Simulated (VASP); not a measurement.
MnO2:

```
CELL_PARAMETERS angstrom
2.90416 0.00000 0.00000
0.00000 3.84481 0.00000
0.00000 0.00000 6.16426
ATOMIC_POSITIONS crystal
Mn 0.50000 0.50000 0.34330
Mn 0.00000 0.00000 0.65670
O 0.50000 0.00000 0.83757
O 0.00000 0.50000 0.16243
O 0.50000 0.00000 0.42180
O 0.00000 0.50000 0.57820
```

Base run:

```yaml
Program: VASP 6.6.1
Functional: PBEsol
Potentials_or_basis: VASP PAW PBE potentials, release 64 (Mn_pv, O)
Cutoff: 520 eV
k_mesh: 8 × 6 × 4
Occupations: fermi-dirac, width 0.05 eV
Spin: collinear spin, ferromagnetic start
Starting_moments: "[3.0, 3.0, 0.0, 0.0, 0.0, 0.0] μB"
Fixed_moment: 6 μB
```

Its results: pressure -12.7 GPa; site moments Mn +2.79; O +0.11, -0.01 μB; largest force 1.070 eV/Å.

**Question.** The run is repeated on the same cell with these changes: fixed moment from 6 μB to 10 μB; moments at the start from [3.0, 3.0, 0.0, 0.0, 0.0, 0.0] to [5.0, 5.0, 0.0, 0.0, 0.0, 0.0]. What comes out?

**Answer.** Pressure 17.4 GPa; site moments Mn +3.60; O +0.67, +0.38 μB; largest force 2.007 eV/Å.

Caveats: the PAW data sets were made with another functional, which shifts forces and pressure a little; the total moment is fixed, so each spin has its own Fermi level; only a ferromagnetic start was run, and an antiferromagnetic order may lie lower in energy.
